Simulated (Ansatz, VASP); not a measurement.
# Two plane-wave programs on As

```
As
1.0
     1.89093    1.09173    3.36803
    -1.89093    1.09173    3.36803
     0.00000   -2.18345    3.36803
As
2
Direct
  0.76988 0.76988 0.76988
  0.23012 0.23012 0.23012
```

Alike in both runs: functional PBEsol; k mesh 11 × 11 × 11; occupations fermi-dirac, width 0.05 eV; no spin polarisation.

Ansatz relaxed the structure, and its values are those at the end. VASP's run is a single point on that final structure, the one shown.

```csv
,VASP,Ansatz
version,VASP 6.6.1,Ansatz 0.2.0
potentials or method,"VASP PAW PBE potentials, release 64 (As_d)","PAW with Ansatz's default frozen-core files, scalar-relativistic"
plane-wave cutoff (eV),600,420
valence electrons in the cell,30,30
```

Ansatz gave:

```
pressure (GPa)                     : 0.0
rms of the force components (eV/Å) : 0.001
```

Task: Which values does VASP return?

Result: Pressure (GPa): 0.2; rms of the force components (eV/Å): 0.005.

VASP's potentials were made for PBE, not for PBEsol.
